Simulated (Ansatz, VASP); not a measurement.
MnAuC4N4: VASP beside Ansatz

```
CELL_PARAMETERS angstrom
5.90860 0.00000 0.00000
0.00000 5.90860 0.00000
0.00000 0.00000 5.90860
ATOMIC_POSITIONS crystal
Mn 0.50000 0.50000 0.50000
C 0.18732 0.18732 0.18732
C 0.18732 0.81268 0.81268
C 0.81268 0.18732 0.81268
C 0.81268 0.81268 0.18732
Au 0.00000 0.00000 0.00000
N 0.30164 0.30164 0.30164
N 0.30164 0.69836 0.69836
N 0.69836 0.30164 0.69836
N 0.69836 0.69836 0.30164
```

Alike in both runs: task single point; functional PBE; k mesh 4 × 4 × 4; occupations gaussian, width 0.1 eV; collinear spin.

|  | VASP | Ansatz |
| --- | --- | --- |
| version | VASP 6.6.1 | Ansatz 0.2.0 |
| potentials or method | VASP PAW PBE potentials, release 64 (Mn_pv, C, Au, N), cutoff 520 eV | scalar-relativistic, plane waves, PAW |
| valence electrons in the cell | 60 | 70 |

Ansatz gave:

* gap on the k mesh at the Fermi level (eV): none
* pressure (GPa): 5.3
* rms of the force components (eV/Å): 0.921
* net moment per atom (μB): 0.40
* size of the moment on the site where the two differ most (μB): 3.61

Task: What did VASP give for the same quantities?

Result: gap on the k mesh at the Fermi level (eV): none; pressure (GPa): 5.6; rms of the force components (eV/Å): 0.884; net moment per atom (μB): 0.40; size of the moment on the site where the two differ most (μB): 4.04.

Site moments also hang on the region over which each program counts them. Atom by atom the forces differ by 0.187 eV/Å (rms over components). A gap of «none» marks a metal or a gap that the smearing closes. VASP's potentials hold 60 valence electrons a cell and Ansatz's 70, so a difference there can come from the potentials and not from the codes.

Spin-orbit coupling is off throughout. Noted on VASP's run: the standard files for N, O and F lose accuracy on very short bonds.
